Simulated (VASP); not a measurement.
Input of a VASP 6.6.1 run:

INCAR

```
  PREC = Accurate
  ENCUT = 520
  EDIFF = 1E-8
  ISMEAR = -1
  SIGMA = 0.02
  LREAL = False
  LASPH = True
  NELM = 100
  ALGO = Normal
  ISIF = 2
  LWAVE = False
  LCHARG = False
  GGA = CA
  LEFG = True
  NBANDS = 17
```

Contents of KPOINTS:

```
regular mesh
0
Gamma
  9 9 9
```

Contents of POSCAR:

```
SnSe
1.0
    0.0000000000      2.9799000000      3.0100000000
    2.9799000000      0.0000000000      3.0100000000
    2.9799000000      2.9799000000      0.0000000000
Sn Se
1 1
Direct
    0.0000000000      0.0000000000      0.0000000000
    0.5000000000      0.5000000000      0.5000000000
```

Potentials or basis: VASP PAW LDA potentials, release 64 (Sn_d, Se).

Launch:

```bash
$ cat potpaw_LDA.64/Sn_d/POTCAR potpaw_LDA.64/Se/POTCAR > POTCAR
$ mpirun -np 1 vasp_std > vasp.out
```

Q: What does it give for the band gap on the k mesh?

A: 0.48 eV, indirect (least direct gap 0.50 eV).

Q: What does it give for the pressure?

A: -2.2 GPa.

Stress tensor (GPa, compression positive):
```
-1.81  0.00  0.00
 0.00 -1.81  0.00
 0.00  0.00 -3.01
```

Caveat: the cell differs from its parent crystal (equal xx and yy strain of -1 %); without QUAD_EFG the Cq values of the log hold for a quadrupole moment of 1 mb, not for the nuclei; spin-orbit coupling is left out, which moves the levels of the heavy elements. A k mesh can miss the band edges.
